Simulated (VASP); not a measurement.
# ZnO (P6_3mc) in VASP: notebook, part 2 of 2

VASP 6.6.1. The steps go on from the part before.

### 3 Relaxation of cell and atoms, r2SCAN

This run uses another cell than the first one, of 11.85 Å³/atom, 1.003 times its volume.

Input file POSCAR:

```
ZnO
1.0
    3.2373510235      0.0000000000      0.0000000000
   -1.6186755117      2.8036282273      0.0000000000
    0.0000000000      0.0000000000      5.2220613000
Zn O
2 2
Direct
    0.6666666700      0.3333333300      0.5005917000
    0.3333333300      0.6666666700      0.0005917000
    0.6666666700      0.3333333300      0.8797183000
    0.3333333300      0.6666666700      0.3797183000
```

Input file INCAR.step1:

```
SYSTEM = ZnO
PREC = Accurate
ENCUT = 600
ISMEAR = 0
SIGMA = 0.02
LREAL = .FALSE.
LASPH = .TRUE.
NELM = 100
GGA = PE
ALGO = Normal
EDIFF = 1E-4
LWAVE = .TRUE.
LCHARG = .FALSE.
```

Input file INCAR.step2:

```
SYSTEM = ZnO
PREC = Accurate
ENCUT = 600
EDIFF = 1E-7
ISMEAR = 0
SIGMA = 0.02
LREAL = .FALSE.
LASPH = .TRUE.
NELM = 100
ALGO = Normal
ISIF = 3
LWAVE = .FALSE.
LCHARG = .FALSE.
METAGGA = R2SCAN
LMIXTAU = .TRUE.
IBRION = 2
NSW = 100
EDIFFG = -0.005
ISTART = 1
```

Input file KPOINTS:

```
regular mesh
0
G
  9 9 6
  0 0 0
```

Potentials or basis: VASP PAW PBE potentials, release 64 (Zn, O).

Launch:

```bash
$ cat potpaw_PBE.64/Zn/POTCAR potpaw_PBE.64/O/POTCAR > POTCAR
$ cp INCAR.step1 INCAR
$ mpirun -np 1 vasp_std > vasp.out
$ cp INCAR.step2 INCAR
$ mpirun -np 1 vasp_std > vasp.out
```

OUTCAR:

```text
SYSTEM = ZnO
   PREC = Accurate
   ENCUT = 600
   EDIFF = 1E-7
   ISMEAR = 0
   LREAL = .FALSE.
   LASPH = .TRUE.
   NELM = 100
   ISIF = 3
   METAGGA = R2SCAN
   IBRION = 2
   NSW = 100
   EDIFFG = -0.005
   ISTART = 1

 ion  position               nearest neighbor table
   1  0.667  0.333  0.501-   4 1.97   4 1.97   4 1.97   3 1.98
   2  0.333  0.667  0.001-   3 1.97   3 1.97   3 1.97   4 1.98
   3  0.667  0.333  0.880-   2 1.97   2 1.97   2 1.97   1 1.98
   4  0.333  0.667  0.380-   1 1.97   1 1.97   1 1.97   2 1.98

  LATTYP: Found a hexagonal cell.
 ALAT       =     3.2373510235
 C/A-ratio  =     1.6130661340

  Lattice vectors:

 A1 = (   3.2373510235,   0.0000000000,   0.0000000000)
 A2 = (  -1.6186755117,   2.8036282273,   0.0000000000)
 A3 = (   0.0000000000,   0.0000000000,   5.2220613000)

Analysis of symmetry for initial positions (statically):
=====================================================================
 Subroutine PRICEL returns:
 Original cell was already a primitive cell.

 Routine SETGRP: Setting up the symmetry group for a
 hexagonal supercell.

 Subroutine GETGRP returns: Found 12 space group operations
 (whereof  6 operations were pure point group operations)
 out of a pool of 24 trial point group operations.

The static configuration has the point symmetry C_3v.
 The point group associated with its full space group is C_6v.

Analysis of symmetry for dynamics (positions and initial velocities):
=====================================================================
 Subroutine PRICEL returns:
 Original cell was already a primitive cell.

 Routine SETGRP: Setting up the symmetry group for a
 hexagonal supercell.

 Subroutine GETGRP returns: Found 12 space group operations
 (whereof  6 operations were pure point group operations)
 out of a pool of 24 trial point group operations.

The dynamic configuration has the point symmetry C_3v.
 The point group associated with its full space group is C_6v.

 Subroutine INISYM returns: Found 12 space group operations
 (whereof  6 operations are pure point group operations),
 and found     1 'primitive' translations

----------------------------------------------------------------------------------------

                                     Primitive cell

  volume of cell :      47.3971

  direct lattice vectors                    reciprocal lattice vectors
     3.237351024  0.000000000  0.000000000     0.308894523  0.178340336  0.000000000
    -1.618675512  2.803628227  0.000000000     0.000000000  0.356680672  0.000000000
     0.000000000  0.000000000  5.222061300     0.000000000  0.000000000  0.191495263

  length of vectors
     3.237351024  3.237351023  5.222061300     0.356680672  0.356680672  0.191495263

  position of ions in fractional coordinates (direct lattice)
     0.666666670  0.333333330  0.500591700
     0.333333330  0.666666670  0.000591700
     0.666666670  0.333333330  0.879718300
     0.333333330  0.666666670  0.379718300

  ion indices of the primitive-cell ions
   primitive index   ion index
                 1           1
                 2           2
                 3           3
                 4           4

[... 30 lines left out ...]
  0.222222  0.000000  0.000000      6.000000
  0.333333  0.000000  0.000000      6.000000
  0.444444  0.000000  0.000000      6.000000
  0.111111  0.111111  0.000000      6.000000
[... 16 lines left out ...]
  0.333333  0.222222  0.166667     24.000000
  0.333333  0.333333  0.166667      4.000000
 [... further k-points ...]
   k-points           NKPTS =     48   k-points in BZ     NKDIM =     48   number of bands    NBANDS=     22
   number of dos      NEDOS =    301   number of ions     NIONS =      4
   total plane-waves  NPLWV =  32928
   dimension x,y,z NGX =    28 NGY =   28 NGZ =   42
   dimension x,y,z NGXF=    56 NGYF=   56 NGZF=   84
   ions per type =               2   2
   NGX,Y,Z   is equivalent  to a cutoff of  14.38, 14.38, 13.37 a.u.
   NGXF,Y,Z  is equivalent  to a cutoff of  28.76, 28.76, 26.74 a.u.
 SYSTEM =  ZnO
   PREC   = accura    normal or accurate (medium, high low for compatibility)
   ISTART =      1    job   : 0-new  1-cont  2-samecut
   ICHARG =      0    charge: 1-file 2-atom 10-const
   ISPIN  =      1    spin polarized calculation?
   LNONCOLLINEAR =      F non collinear calculations
   LSORBIT =      F    spin-orbit coupling
   LASPH  =      T    aspherical Exc in radial PAW
   ENCUT  =  600.0 eV  44.10 Ry    6.64 a.u.   6.47  6.47 10.43*2*pi/ulx,y,z
   NELM   =    100;   NELMIN=  2; NELMDL=  0     # of ELM steps
   EDIFF  = 0.1E-06   stopping-criterion for ELM
   LREAL  =      F    real-space projection
   EDIFFG = -.5E-02   stopping-criterion for IOM
   NSW    =    100    number of steps for IOM
   IBRION =      2    ionic relax: 0-MD 1-quasi-New 2-CG
   NFREE  =      1    steps in history (QN), initial steepest desc. (CG)
   ISIF   =      3    stress and relaxation
   ISYM   =      2    0-nonsym 1-usesym 2-fastsym
   POTIM  = 0.5000    time-step for ionic-motion
   TEBEG  =    0.0;   TEEND  =   0.0 temperature during run
   PSTRESS=    0.0 pullay stress
   NELECT =      36.0000    total number of electrons
   NUPDOWN=      -1.0000    fix difference up-down
   EMIN   =  10.00;   EMAX   =-10.00  energy-range for DOS
   EFERMI =   0.00;   METHOD = LEGACY
   ISMEAR =     0;   SIGMA  =   0.02  broadening in eV -4-tet -1-fermi 0-gaus
   EFERMI_NEDOS =   21; number of points for ismear=-14 and -15
   IALGO  =     38    algorithm
   IMIX   =      4    mixing-type and parameters
     AMIX     =   0.40;   BMIX     =  1.00
     AMIX_MAG =   1.60;   BMIX_MAG =  1.00
  volume/ion in A,a.u.               =      11.85        79.96
  Fermi-wavevector in a.u.,A,eV,Ry     =   1.493682  2.822650 30.355784  2.231087
  Thomas-Fermi vector in A             =   2.606052
   LORBIT       =      0    0 simple, 1 ext, 2 COOP (PROOUT), +10 PAW based schemes
   METAGGA = R2SCAN    functional components
   LHFCALC =     F    Hartree Fock is set to
   AEXX    =    0.0000 exact exchange contribution
   IVDW    =     0    specifies the selected vdW correction
   LEPSILON=     F    determine dielectric tensor
   LRPA    =     F    only Hartree local field effects (RPA)
 conjugate gradient relaxation of ions
 non-spin polarized calculation
 Gauss-broadening in eV      SIGMA  =   0.02
  energy-cutoff  :      600.00
  volume of cell :       47.40
 maximum number of plane-waves:      1605
 NGX is ok and might be reduce to    28
   NGX = 13   NGY = 13   NGZ = 21

--------------------------------------- Ionic step        1  -------------------------------------------

 number of electron      36.0000008 magnetization

 Free energy of the ion-electron system (eV)
  ---------------------------------------------------
  ext. energy  EPLUGINS =         0.00000000
  ---------------------------------------------------
  free energy    TOTEN  =       -36.32402520 eV

  energy without entropy =      -36.32402520  energy(sigma->0) =      -36.32402520

------------------------ aborting loop because EDIFF is reached ----------------------------------------

  FORCE on cell =-STRESS in cart. coord.  units (eV):
  Direction    XX          YY          ZZ          XY          YZ          ZX
  --------------------------------------------------------------------------------------
  -------------------------------------------------------------------------------------
  Total        0.0746671      0.0746671      0.0465138      0.0000000     -0.0000000      0.0000000
  in kB        2.5239905      2.5239905      1.5723160      0.0000000     -0.0000000      0.0000000
  external PRESSURE =       2.2067657 kB  Pullay stress =       0.0000000 kB
[... 63 lines left out ...]
--------------------------------------- Ionic step        3  -------------------------------------------

 number of electron      36.0000008 magnetization

 Free energy of the ion-electron system (eV)
  ---------------------------------------------------
  ext. energy  EPLUGINS =         0.00000000
  ---------------------------------------------------
  free energy    TOTEN  =       -36.32401442 eV

  energy without entropy =      -36.32401442  energy(sigma->0) =      -36.32401442

 E-fermi :   0.9784     XC(G=0): -11.6775

 val. band max:        0.8718940280   @ k =   0.0000   0.0000   0.0000
 cond. band min:       2.0985552211   @ k =   0.0000   0.0000   0.0000
 fundamental gap:      1.2266611932
 Fermi energy:         0.9784496098

 k-point     1 :       0.0000    0.0000    0.0000
  band No.  band energies     occupation
      1     -18.2330      2.00000
      2     -17.5455      2.00000
      3      -4.9590      2.00000
      4      -4.9589      2.00000
      5      -4.9135      2.00000
      6      -4.8485      2.00000
[... 589 lines left out ...]
     21       9.3370      0.00000
     22       9.5215      0.00000

 [... further k-points ...]
[... 5 lines left out ...]
  --------------------------------------------------------------------------------------
  -------------------------------------------------------------------------------------
  Total       -0.0011911     -0.0011911     -0.0004405     -0.0000000     -0.0000000      0.0000000
  in kB       -0.0402020     -0.0402020     -0.0148673     -0.0000000     -0.0000000      0.0000000
  external PRESSURE =      -0.0317571 kB  Pullay stress =       0.0000000 kB
[... 19 lines left out ...]
  FREE ENERGIE OF THE ION-ELECTRON SYSTEM (eV)
  ---------------------------------------------------
  free  energy   TOTEN  =       -36.3240144242 eV

  energy  without entropy=      -36.3240144242  energy(sigma->0) =      -36.32401442

 reached required accuracy - stopping structural energy minimisation
```

Run time: 9.1 min. Hardware: 1 thread of Intel Xeon Platinum 8259CL at 2.50GHz (Skylake/Cascade Lake), shared host; peak memory 0.22 GiB.

What came out:

```
Free energy                            : -36.3240 eV
Relaxed volume                         : 11.87 Å³/atom
Relaxed cell                           : a = 3.239 Å, b = 3.239 Å, c = 5.224 Å, α = 90.00°, β = 90.00°, γ = 120.00°
Space group after relaxing (to 0.05 Å) : P6_3mc (No. 186)
Energy gained by relaxing              : 0.0 meV/atom
Ionic steps                            : 3
Pressure after relaxing                : 0.0 GPa
Band gap on the k mesh                 : 1.23 eV, direct
```

Forces on the atoms (eV/Å):
```
Zn   0.000  0.000  0.003
Zn   0.000  0.000  0.003
O    0.000  0.000 -0.003
O    0.000  0.000 -0.003
```

Final structure:
```
Zn O
1.0
     3.23922    0.00000    0.00000
    -1.61961    2.80525    0.00000
     0.00000    0.00000    5.22394
Zn O
2 2
Direct
  0.66667 0.33333 0.50064
  0.33333 0.66667 0.00064
  0.66667 0.33333 0.87967
  0.33333 0.66667 0.37967
```

Caveat: the PAW data sets were made with another functional, which shifts forces and pressure a little. r2SCAN opens gaps a little over a GGA but as a rule still falls short of measured ones.
